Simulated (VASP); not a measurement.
Set up this calculation in VASP 6.6.1, as the native input.

| Property | Result |
| --- | --- |
| Task | single point |
| Functional | PBE |
| Potentials or basis | VASP PAW PBE potentials, release 64 (Be) |
| Cutoff | 520 eV |
| k mesh | 11 × 11 × 16 |
| Occupations | fermi-dirac, width 0.05 eV |
| Spin | no spin polarisation |
| Dipole correction | no |
| Further INCAR settings | ALGO = Normal; EDIFF = 1e-07; NBANDS = 10 |

The structure of Be lies in POSCAR:

```
Be
1.0
    3.2106860802      0.0000000000      0.0000000000
   -1.6053430401      2.7805357091      0.0000000000
    0.0000000000      0.0000000000      1.9221747563
Be
3
Direct
    0.0000000000      0.0000000000      0.0000000000
    0.3333333333      0.6666666667      0.5000000000
    0.6666666667      0.3333333333      0.5000000000
```

One way to write it, as run:

INCAR

```
PREC     = Accurate       # precision mode
ENCUT    = 520            # plane-wave cutoff, eV
EDIFF    = 1E-7           # SCF threshold, eV
ISMEAR   = -1             # smearing method
SIGMA    = 0.05           # smearing width, eV
LREAL    = False          # projectors in reciprocal space
LASPH    = True           # aspherical terms in the spheres
NELM     = 80             # most SCF steps
ALGO     = Normal         # electronic algorithm
ISIF     = 2              # what is computed and relaxed
LWAVE    = False          # write WAVECAR
LCHARG   = True           # write CHGCAR
GGA      = PE             # functional
LELF     = True           # ELF
LVHAR    = True         
NBANDS   = 10             # bands
```

KPOINTS

```
regular mesh
0
Gamma
  11 11 16
```

Potentials or basis: VASP PAW PBE potentials, release 64 (Be).

Launch:

```sh
$ cat potpaw_PBE.64/Be/POTCAR > POTCAR
$ mpirun -np 1 vasp_std > vasp.out
```

It gave:

| Property | Result |
| --- | --- |
| Pressure | 69.6 GPa |
| Band gap on the k mesh | zero (band 3 reaches 15.78 eV, above the bottom of band 4 at 9.07 eV) |

It took 5.8 s on 1 thread of Intel(R) Xeon(R) 6975P-C (Granite Rapids), with other jobs on the host, peak memory 0.13 GiB.
